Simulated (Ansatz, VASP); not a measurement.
CoO in VASP and in Ansatz

The input INCAR:

```
PREC = Accurate
ENCUT = 520
EDIFF = 1E-6
ISMEAR = -1
SIGMA = 0.05
LREAL = F
LASPH = T
NELM = 150
ALGO = Normal
ISIF = 2
LWAVE = F
LCHARG = T
ISPIN = 2
MAGMOM = 2 0
LORBIT = 11
LMAXMIX = 4
GGA = PE
LELF = T
LVHAR = T
NBANDS = 18
```

File KPOINTS:

```
Automatic mesh
0
Gamma
  4 4 4
```

Contents of POSCAR:

```
CoO
1.0
   -1.5080004400      1.5080004400      2.1072503600
    1.5080004400     -1.5080004400      2.1072503600
    1.5080004400      1.5080004400     -2.1072503600
Co O
1 1
Direct
    0.0000000000      0.0000000000      0.0000000000
    0.5000000000      0.5000000000      0.0000000000
```

Contents of input.yaml:

```yaml
crystal:
  lattice:
    - [-1.50800044, 1.50800044, 2.10725036]
    - [1.50800044, -1.50800044, 2.10725036]
    - [1.50800044, 1.50800044, -2.10725036]
  atoms:
    - { symbol: Co, position: [0.0, 0.0, 0.0], spin: 2.0 }
    - { symbol: O, position: [0.5, 0.5, 0.0] }
hamiltonian:
  xc: pbe
  pseudopotentials: { kind: paw }
magnetization:
  spin_polarized: true
kpoints:
  mp_grid: { grid: [4, 4, 4] }
scf:
  occupations: { method: fermi_dirac, width: 0.05 }
output:
  forces: true
  stress: true
  eigenvalues: true
```

Alike in both runs: task single point; functional PBE; k mesh 4 × 4 × 4; occupations fermi-dirac, width 0.05 eV; collinear spin.

|  | VASP | Ansatz |
| --- | --- | --- |
| version | VASP 6.6.1 | Ansatz 0.2.0 |
| potentials or method | VASP PAW PBE potentials, release 64 (Co, O) | Ansatz PAW |
| plane-wave cutoff (eV) | 520 | 420 |
| valence electrons in the cell | 15 | 23 |

Ansatz gave:

* gap on the k mesh at the Fermi level (eV): none
* pressure (GPa): -5.0
* traceless stress, the component that is largest in VASP (GPa): 0.10
* net moment per atom (μB): 1.20
* size of the moment on the site where the two differ most (μB): 2.13

Q: Which values does VASP return?

A: gap on the k mesh at the Fermi level (eV): none; pressure (GPa): -5.4; traceless stress, the component that is largest in VASP (GPa): 0.26; net moment per atom (μB): 1.20; size of the moment on the site where the two differ most (μB): 2.21.

Site moments also hang on the region over which each program counts them. A gap of «none» marks a metal or a gap that the smearing closes. VASP's potentials hold 15 valence electrons a cell and Ansatz's 23, so a difference there can come from the potentials and not from the codes.

The k mesh is coarse, so the values compare programs but aren't converged.
